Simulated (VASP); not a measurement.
# C in VASP: a series of runs

Runs on C. Level: HSE06. Tasks: single point.

Program: VASP 6.6.1. These are calculated values, not measurements. Logs are shortened: lines on timing, memory, paths and dates and some standing lists are left out, and cuts for length are marked.

**1. The cell of the first run**

The structure is tetragonal, space group I4_1/amd (No. 141). Conventional cell: a = 2.517 Å, b = 2.517 Å, c = 3.419 Å, α = 90.00°, β = 90.00°, γ = 90.00°. Within 2.0 Å of C (site symmetry -4m2) lie 4 C at 1.52 Å.

**2. Single point, HSE06 (uniaxial z strain -4.0%)**

POSCAR reads:

```
C
1.0
    0.0000000000      1.7801241426      1.7092752017
    1.7801241426      0.0000000000      1.7092752017
    1.7801241426      1.7801241426      0.0000000000
C
2
Direct
    0.0000000000      0.0000000000      0.0000000000
    0.2500000000      0.2500000000      0.2500000000
```

INCAR.step1 reads:

```
SYSTEM = C
ALGO = Normal
EDIFF = 1E-5
ENCUT = 520
GGA = PE
ISIF = 2
ISMEAR = 0
LASPH = .TRUE.
LCHARG = .FALSE.
LREAL = .FALSE.
LWAVE = .TRUE.
NBANDS = 11
NELM = 100
PREC = Accurate
SIGMA = 0.01
```

INCAR.step2 reads:

```
SYSTEM = C
ALGO = Normal
EDIFF = 1E-6
ENCUT = 520
GGA = PE
HFSCREEN = 0.2079
ISIF = 2
ISMEAR = 0
ISTART = 1
LASPH = .TRUE.
LCHARG = .FALSE.
LHFCALC = .TRUE.
LREAL = .FALSE.
LWAVE = .FALSE.
NBANDS = 11
NELM = 100
PREC = Accurate
PRECFOCK = Normal
SIGMA = 0.01
```

KPOINTS reads:

```
k-points
0
G
  8 8 8
  0 0 0
```

Potentials or basis: VASP PAW PBE potentials, release 64 (C).

Launch:

```bash
$ cat potpaw_PBE.64/C/POTCAR > POTCAR
$ cp INCAR.step1 INCAR
$ mpirun -np 1 vasp_std > vasp.out
$ cp INCAR.step2 INCAR
$ mpirun -np 1 vasp_std > vasp.out
```

OUTCAR:

```text
SYSTEM = C
   EDIFF = 1E-6
   ENCUT = 520
   GGA = PE
   HFSCREEN = 0.2079
   ISIF = 2
   ISMEAR = 0
   ISTART = 1
   LASPH = .TRUE.
   LHFCALC = .TRUE.
   LREAL = .FALSE.
   NELM = 100
   PREC = Accurate
   PRECFOCK = Normal

 ion  position               nearest neighbor table
   1  0.000  0.000  0.000-   2 1.52   2 1.52   2 1.52   2 1.52
   2  0.250  0.250  0.250-   1 1.52   1 1.52   1 1.52   1 1.52

  LATTYP: Found a body centered tetragonal cell.
 ALAT       =     2.5174757052
 C/A-ratio  =     1.3579278626

  Lattice vectors:

 A1 = (   0.0000000000,  -1.7801241426,  -1.7092752017)
 A2 = (   0.0000000000,   1.7801241426,  -1.7092752017)
 A3 = (   1.7801241426,   0.0000000000,   1.7092752017)

Analysis of symmetry for initial positions (statically):
=====================================================================
 Subroutine PRICEL returns:
 Original cell was already a primitive cell.

 Routine SETGRP: Setting up the symmetry group for a
 body centered tetragonal supercell.

 Subroutine GETGRP returns: Found 16 space group operations
 (whereof  8 operations were pure point group operations)
 out of a pool of 16 trial point group operations.

The static configuration has the point symmetry D_2d.
 The point group associated with its full space group is D_4h.

Analysis of symmetry for dynamics (positions and initial velocities):
=====================================================================
 Subroutine PRICEL returns:
 Original cell was already a primitive cell.

 Routine SETGRP: Setting up the symmetry group for a
 body centered tetragonal supercell.

 Subroutine GETGRP returns: Found 16 space group operations
 (whereof  8 operations were pure point group operations)
 out of a pool of 16 trial point group operations.

The dynamic configuration has the point symmetry D_2d.
 The point group associated with its full space group is D_4h.

 Subroutine INISYM returns: Found 16 space group operations
 (whereof  8 operations are pure point group operations),
 and found     1 'primitive' translations

----------------------------------------------------------------------------------------

                                     Primitive cell

  volume of cell :      10.8328

  direct lattice vectors                    reciprocal lattice vectors
     0.000000000  1.780124143  1.709275202    -0.280879287  0.280879287  0.292521649
     1.780124143  0.000000000  1.709275202     0.280879287 -0.280879287  0.292521649
     1.780124143  1.780124143  0.000000000     0.280879287  0.280879287 -0.292521649

[... 95 lines left out ...]
   NUPDOWN=      -1.0000    fix difference up-down
   EMIN   =  10.00;   EMAX   =-10.00  energy-range for DOS
   EFERMI =   0.00;   METHOD = LEGACY
   ISMEAR =     0;   SIGMA  =   0.01  broadening in eV -4-tet -1-fermi 0-gaus
   EFERMI_NEDOS =   21; number of points for ismear=-14 and -15
   IALGO  =     38    algorithm
   IMIX   =      1    mixing-type and parameters
     AMIX     =   0.40;   BMIX     =  1.00
     AMIX_MAG =   1.60;   BMIX_MAG =  1.00
  volume/ion in A,a.u.               =       5.42        36.55
  Fermi-wavevector in a.u.,A,eV,Ry     =   1.479758  2.796337 29.792448  2.189683
  Thomas-Fermi vector in A             =   2.593876
   LORBIT       =      0    0 simple, 1 ext, 2 COOP (PROOUT), +10 PAW based schemes
   GGA     = PE    functional components
   LHFCALC =     T    Hartree Fock is set to
   PRECFOCK=normal    Normal, Fast or Accurate (Low or Medium for compatibility)
   ENCUT4O =  -1.0   cutoff for four orbital integrals eV
   NKREDX  =     1    reduce k-point grid by
   NKREDY  =     1    reduce k-point grid by
   NKREDZ  =     1    reduce k-point grid by
   AEXX    =    0.2500 exact exchange contribution
   HFSCREEN=    0.2079 screening length (either q_TF or 0.3 A-1)
   HFSCREENC=   0.2079 screening length for correlation (either q_TF or 0.3 A-1)
   ENCUTFOCK=  -1.0 apply spherical cutoff to Coloumb kernel
   IVDW    =     0    specifies the selected vdW correction
   LEPSILON=     F    determine dielectric tensor
   LRPA    =     F    only Hartree local field effects (RPA)
 non-spin polarized calculation
 Gauss-broadening in eV      SIGMA  =   0.01
  energy-cutoff  :      520.00
  volume of cell :       10.83
 maximum number of plane-waves:       302
  NGX = 14; NGY = 14; NGZ = 16

 number of electron       8.0000000 magnetization

 Free energy of the ion-electron system (eV)
  ---------------------------------------------------
  ext. energy  EPLUGINS =         0.00000000
  ---------------------------------------------------
  free energy    TOTEN  =       -20.99954961 eV

  energy without entropy =      -20.99954961  energy(sigma->0) =      -20.99954961

 E-fermi :  10.4362     XC(G=0): -11.0028

 val. band max:       10.2089542481   @ k =   0.0000   0.0000   0.0000
 cond. band min:      14.4912448772   @ k =   0.3750   0.3750   0.0000
 fundamental gap:      4.2822906291
 Fermi energy:        10.4361814515

 k-point     1 :       0.0000    0.0000    0.0000
  band No.  band energies     occupation
      1     -14.4102      2.00000
      2       9.5754      2.00000
      3       9.5754      2.00000
      4      10.2090      2.00000
      5      16.5615      0.00000
      6      17.0918      0.00000
      7      17.0918      0.00000
      8      26.1466      0.00000
      9      31.2853      0.00000
     10      37.5114      0.00000
     11      38.8709      0.00000
[... 309 lines left out ...]
 k-point    24 :       0.3750    0.0000    0.1250
  band No.  band energies     occupation
      1     -10.6673      2.00000
      2      -0.4605      2.00000
      3       5.7322      2.00000
      4       6.1855      2.00000
      5      18.6304      0.00000
      6      21.2830      0.00000
      7      22.5729      0.00000
      8      25.7014      0.00000
      9      33.3315      0.00000
     10      34.1618      0.00000
     11      38.4223      0.00000

 [... further k-points ...]
[... 5 lines left out ...]
  --------------------------------------------------------------------------------------
  -------------------------------------------------------------------------------------
  Total        0.1116733      0.1116733      2.8138640      0.0000000     -0.0000000      0.0000000
  in kB       16.5164704     16.5164704    416.1703319      0.0000000     -0.0000000      0.0000000
  external PRESSURE =     149.7344242 kB  Pullay stress =       0.0000000 kB

 VOLUME and BASIS-vectors are now :
 -----------------------------------------------------------------------------
  energy-cutoff  :      520.00
  volume of cell :       10.83
      direct lattice vectors                 reciprocal lattice vectors
     0.000000000  1.780124143  1.709275202    -0.280879287  0.280879287  0.292521649
     1.780124143  0.000000000  1.709275202     0.280879287 -0.280879287  0.292521649
     1.780124143  1.780124143  0.000000000     0.280879287  0.280879287 -0.292521649

 POSITION                                       TOTAL-FORCE (eV/Angst)
 -----------------------------------------------------------------------------------
      0.00000      0.00000      0.00000         0.000000      0.000000     -0.000000
      0.89006      0.89006      0.85464        -0.000000     -0.000000      0.000000
 -----------------------------------------------------------------------------------
    total drift:                                0.000000      0.000000      0.000000

  FREE ENERGIE OF THE ION-ELECTRON SYSTEM (eV)
  ---------------------------------------------------
  free  energy   TOTEN  =       -20.9995496092 eV

  energy  without entropy=      -20.9995496092  energy(sigma->0) =      -20.99954961
```

Run time: 42 min. Hardware: 1 thread of Intel Xeon 8259CL, shared host; peak memory 0.22 GiB.

Results:

```yaml
Free_energy: -20.9995 eV
Pressure: 15.0 GPa
Band_gap_on_the_k_mesh: 4.28 eV (least direct gap 6.35 eV)
```

Levels at points of the mesh, in eV from the valence-band top:
| k point | band 2 | band 3 | band 4 | band 5 | band 6 | band 7 |
| --- | --- | --- | --- | --- | --- | --- |
| (0.00, 0.00, 0.00) | -0.63 | -0.63 | 0.00 | 6.35 | 6.88 | 6.88 |
| (0.50, 0.00, 0.00) | -15.58 | -4.00 | -3.23 | 9.44 | 9.57 | 11.16 |
| (0.50, 0.50, 0.00) | -14.37 | -8.02 | -8.02 | 4.92 | 4.92 | 19.67 |
| (0.50, 0.00, 0.50) | -15.07 | -7.36 | -7.36 | 5.94 | 5.94 | 19.38 |

Caveat: the cell differs from its parent crystal (uniaxial z strain -4.0%); the stress differs along the axes, from 2 to 42 GPa; the PAW data sets were made with another functional, which shifts forces and pressure a little. A k mesh can miss the band edges.

**3. Single point, HSE06 (strain along [111] -5.1%)**

POSCAR reads:

```
C
1.0
   -0.0601681960      1.7199559465      1.7199559465
    1.7199559465     -0.0601681960      1.7199559465
    1.7199559465      1.7199559465     -0.0601681960
C
2
Direct
   -0.0008463534     -0.0008463534     -0.0008463534
    0.2508463534      0.2508463534      0.2508463534
```

INCAR.step1 reads:

```
PREC = Accurate
ENCUT = 520
EDIFF = 1E-5
ISMEAR = 0
SIGMA = 0.01
LREAL = F
LASPH = T
NELM = 60
ALGO = Normal
ISIF = 2
LWAVE = T
LCHARG = F
GGA = PE
NBANDS = 11
```

INCAR.step2 reads:

```
PREC = Accurate
ENCUT = 520
EDIFF = 1E-6
ISMEAR = 0
SIGMA = 0.01
LREAL = F
LASPH = T
NELM = 60
ALGO = Normal
ISIF = 2
LWAVE = F
LCHARG = F
GGA = PE
LHFCALC = T
HFSCREEN = 0.2079
PRECFOCK = Normal
ISTART = 1
NBANDS = 11
```

KPOINTS reads:

```
Automatic mesh
0
Gamma
  8 8 8
```

Potentials or basis: VASP PAW PBE potentials, release 64 (C).

Launch:

```bash
$ cat potpaw_PBE.64/C/POTCAR > POTCAR
$ cp INCAR.step1 INCAR
$ mpirun -np 1 vasp_std > vasp.out
$ cp INCAR.step2 INCAR
$ mpirun -np 1 vasp_std > vasp.out
```

OUTCAR:

```text
PREC = Accurate
   ENCUT = 520
   EDIFF = 1E-6
   ISMEAR = 0
   LREAL = F
   LASPH = T
   NELM = 60
   ISIF = 2
   GGA = PE
   LHFCALC = T
   HFSCREEN = 0.2079
   PRECFOCK = Normal
   ISTART = 1

 ion  position               nearest neighbor table
   1  0.999  0.999  0.999-   2 1.47   2 1.53   2 1.53   2 1.53
   2  0.251  0.251  0.251-   1 1.47   1 1.53   1 1.53   1 1.53

  LATTYP: Found a trigonal (rhomboedric) cell.
 ALAT       =     2.4331290816
 COS(alpha) =     0.4647332317

  Lattice vectors:

 A1 = (  -0.0601681960,   1.7199559465,   1.7199559465)
 A2 = (   1.7199559465,  -0.0601681960,   1.7199559465)
 A3 = (   1.7199559465,   1.7199559465,  -0.0601681960)

Analysis of symmetry for initial positions (statically):
=====================================================================
 Subroutine PRICEL returns:
 Original cell was already a primitive cell.

 Routine SETGRP: Setting up the symmetry group for a
 trigonal (rhombohedral) supercell.

[... 174 lines left out ...]
  energy without entropy =      -20.94215611  energy(sigma->0) =      -20.94215611

 E-fermi :  10.2152     XC(G=0): -11.0457

 val. band max:       10.0603041501   @ k =   0.0000   0.0000   0.0000
 cond. band min:      15.2140863288   @ k =   0.3750   0.3750   0.0000
 fundamental gap:      5.1537821787
 Fermi energy:        10.2151805079

 k-point     1 :       0.0000    0.0000    0.0000
  band No.  band energies     occupation
      1     -14.4182      2.00000
      2       9.8848      2.00000
      3       9.8848      2.00000
      4      10.0603      2.00000
      5      16.6032      0.00000
      6      16.6032      0.00000
      7      17.9304      0.00000
      8      26.8681      0.00000
      9      31.6738      0.00000
     10      38.9866      0.00000
     11      38.9866      0.00000
[... 309 lines left out ...]
 k-point    24 :       0.3750    0.1250    0.1250
  band No.  band energies     occupation
      1     -11.3451      2.00000
      2       0.7418      2.00000
      3       5.4797      2.00000
      4       7.8997      2.00000
      5      19.5936      0.00000
      6      20.3762      0.00000
      7      22.0650      0.00000
      8      26.3260      0.00000
      9      31.7263      0.00000
     10      34.0646      0.00000
     11      37.3579      0.00000

 [... further k-points ...]
[... 5 lines left out ...]
  --------------------------------------------------------------------------------------
  -------------------------------------------------------------------------------------
  Total        1.4920670      1.4920670      1.4920670      1.5595000      1.5595000      1.5595000
  in kB      223.2104717    223.2104717    223.2104717    233.2983159    233.2983159    233.2983159
  external PRESSURE =     223.2104717 kB  Pullay stress =       0.0000000 kB

 VOLUME and BASIS-vectors are now :
 -----------------------------------------------------------------------------
  energy-cutoff  :      520.00
  volume of cell :       10.71
      direct lattice vectors                 reciprocal lattice vectors
    -0.060168196  1.719955947  1.719955947    -0.275878908  0.285879666  0.285879666
     1.719955947 -0.060168196  1.719955947     0.285879666 -0.275878908  0.285879666
     1.719955947  1.719955947 -0.060168196     0.285879666  0.285879666 -0.275878908

 POSITION                                       TOTAL-FORCE (eV/Angst)
 -----------------------------------------------------------------------------------
      3.37688      3.37688      3.37688        -0.047798     -0.047798     -0.047798
      0.84780      0.84780      0.84780         0.047798      0.047798      0.047798
 -----------------------------------------------------------------------------------
    total drift:                               -0.000000     -0.000000     -0.000000

  FREE ENERGIE OF THE ION-ELECTRON SYSTEM (eV)
  ---------------------------------------------------
  free  energy   TOTEN  =       -20.9421561105 eV

  energy  without entropy=      -20.9421561105  energy(sigma->0) =      -20.94215611
```

Wall time 13 min (1 thread of Intel Xeon 8259CL, shared host); peak memory 0.22 GiB.

What came out:

```yaml
Free_energy: -20.9422 eV
Pressure: 22.3 GPa
Largest_force: 0.083 eV/Å
Band_gap_on_the_k_mesh: 5.15 eV (least direct gap 6.54 eV)
```

Forces in eV/Å, atoms in the order of the input:
```
C   -0.048 -0.048 -0.048
C    0.048  0.048  0.048
```

Caveat: the cell differs from its parent crystal (strain along [111] -5.1%); the cell stands under pressure; the PAW data sets were made with another functional, which shifts forces and pressure a little.
